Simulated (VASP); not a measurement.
Rb3Na, 4 atoms in the cell. It takes space group Pm-3m (No. 221, cubic). Conventional cell: a = 6.761 Å, b = 6.761 Å, c = 6.761 Å, α = 90.00°, β = 90.00°, γ = 90.00°. 

```yaml
Program: VASP 6.6.1
Task: relaxation of cell and atoms
Functional: BLYP
Dispersion: D3(BJ)
Potentials_or_basis: VASP PAW PBE potentials, release 64 (Rb_sv, Na_pv)
Cutoff: 600 eV
k_mesh: 3 × 3 × 3
Occupations: methfessel-paxton, width 0.1 eV
Spin: no spin polarisation
Dipole_correction: no
Further_INCAR_settings: ALGO = Normal; EDIFF = 1e-06; IBRION = 2; EDIFFG = -0.03; NSW = 80; ISIF = 3
```

Potentials or basis: VASP PAW PBE potentials, release 64 (Rb_sv, Na_pv).

Launch:

```sh
$ cat potpaw_PBE.64/Rb_sv/POTCAR potpaw_PBE.64/Na_pv/POTCAR > POTCAR
$ mpirun -np 1 vasp_std > vasp.out
```

Hardware: 1 thread of Intel Xeon 6975P-C, with other jobs on the host.

Q: Estimate the wall time of this run.

A: It took 5.8 min on 1 thread of Intel Xeon 6975P-C, with other jobs on the host, peak memory 0.43 GiB. Counts: scf iterations 43, k points 4, ion steps 4.
